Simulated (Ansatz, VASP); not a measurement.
Two plane-wave programs on AlN

File INCAR:

```
PREC = Accurate ; ENCUT = 520
EDIFF = 1E-7 ; ISMEAR = -1
SIGMA = 0.02 ; LREAL = F
LASPH = T ; NELM = 80
ALGO = Normal ; ISIF = 2
LWAVE = F ; LCHARG = T
LELF = T ; LVHAR = T
NBANDS = 11
```

The input KPOINTS:

```
regular mesh
0
Gamma
  6 6 6
```

The input POSCAR:

```
AlN
1.0
    2.5854596279      0.0000000000      0.0000000000
    0.0000000000      2.5854596279      0.0000000000
    0.0000000000      0.0000000000      2.5854596279
Al N
1 1
Direct
    0.0000000000      0.0000000000      0.0000000000
    0.5000000000      0.5000000000      0.5000000000
```

Input for Ansatz:

```yaml
crystal:
  lattice:
    - [2.5854596279, 0.0, 0.0]
    - [0.0, 2.5854596279, 0.0]
    - [0.0, 0.0, 2.5854596279]
  atoms:
    - { symbol: Al, position: [0.0, 0.0, 0.0] }
    - { symbol: "N", position: [0.5, 0.5, 0.5] }
kpoints:
  mp_grid: { grid: [6, 6, 6] }
hamiltonian:
  xc: lda
scf:
  occupations: { method: fermi_dirac, width: 0.02 }
  n_extra_bands: 4
output:
  forces: true
  stress: true
  eigenvalues: true
```

Alike in both runs: task single point; functional LDA; k mesh 6 × 6 × 6; occupations fermi-dirac, width 0.02 eV; no spin polarisation.

|  | VASP | Ansatz |
| --- | --- | --- |
| version | VASP 6.6.1 | Ansatz 0.2.0 |
| potentials or method | VASP PAW LDA potentials, release 64 (Al, N) | plane waves |
| plane-wave cutoff (eV) | 520 | 420 |
| valence electrons in the cell | 8 | 8 |

|  | VASP | Ansatz | Ansatz less VASP |
| --- | --- | --- | --- |
| pressure (GPa) | -4.3 | -4.7 | -0.39 |

LDA's correlation is that of Perdew and Zunger in VASP and of Perdew and Wang (1992) in Ansatz.

The k mesh is coarse, so the values compare programs but aren't converged.
